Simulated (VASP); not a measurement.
The system is WS2, a slab with vacuum.

```
W S
1.0
     3.18295    0.00000    0.00000
    -1.59148    2.75652    0.00000
     0.00000    0.00000   28.53222
W S
3 6
Direct
  0.66667 0.33333 0.65929
  0.33333 0.66667 0.88553
  0.33333 0.66667 0.43436
  0.66667 0.33333 0.94019
  0.66667 0.33333 0.48903
  0.33333 0.66667 0.71395
  0.66667 0.33333 0.83085
  0.66667 0.33333 0.37971
  0.33333 0.66667 0.60463
```

Base run:

```yaml
Program: VASP 6.6.1
Functional: PBEsol
Potentials_or_basis: VASP PAW PBE potentials, release 64 (W_sv, S)
Cutoff: 520 eV
k_mesh: 12 × 12 × 1
Occupations: gaussian, width 0.02 eV
Spin: no spin polarisation
```

Its results: band gap on the k mesh 1.34 eV (least direct gap 1.75 eV); largest force 0.100 eV/Å.

**Question.** The run is repeated on the same cell with these changes: functional from PBEsol to r2SCAN. What comes out?

**Answer.** Band gap on the k mesh 1.45 eV (least direct gap 1.88 eV); largest force 0.015 eV/Å.

Caveats: there is no dipole correction, which matters where the two faces differ; the PAW data sets were made with another functional, which shifts forces and pressure a little; spin-orbit coupling is left out, which moves the levels of the heavy elements.

A k mesh can miss the band edges.
